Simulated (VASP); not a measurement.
Write the native input for VASP 6.6.1 that does the following.

- Task: single point
- Functional: PBEsol
- Potentials or basis: VASP PAW PBE potentials, release 64 (Hf_pv)
- Cutoff: 520 eV
- k mesh: 15 × 15 × 8
- Occupations: gaussian, width 0.1 eV
- Spin: no spin polarisation
- Dipole correction: no
- Further INCAR settings: ALGO = Normal; EDIFF = 1e-06; NBANDS = 17

The structure of Hf lies in POSCAR:

```
Hf
1.0
    3.1602689557      0.0000000000      0.0000000000
   -1.5801344779      2.7368731984      0.0000000000
    0.0000000000      0.0000000000      4.9962244085
Hf
2
Direct
    0.3333333333      0.6666666667      0.2500000000
    0.6666666667      0.3333333333      0.7500000000
```

The input as run:

INCAR

```
PREC = Accurate
ENCUT = 520
EDIFF = 1E-6
ISMEAR = 0
SIGMA = 0.1
LREAL = False
LASPH = True
NELM = 80
ALGO = Normal
ISIF = 2
LWAVE = False
LCHARG = False
GGA = PS
NBANDS = 17
```

KPOINTS

```
regular mesh
0
Gamma
  15 15 8
```

Potentials or basis: VASP PAW PBE potentials, release 64 (Hf_pv).

Run with:

```bash
$ cat potpaw_PBE.64/Hf_pv/POTCAR > POTCAR
$ mpirun -np 1 vasp_std > vasp.out
```

Results of the run:

- Pressure: -0.4 GPa
- Band gap on the k mesh: zero (band 10 reaches 6.17 eV, above the bottom of band 11 at 4.56 eV)

Caveat: the PAW data sets were made with another functional, which shifts forces and pressure a little; spin-orbit coupling is left out, which moves the levels of the heavy elements.

It took 72 s on 1 thread of AMD EPYC 7R43 64-Core Processor (Zen 3), on a shared host, peak memory 0.18 GiB.
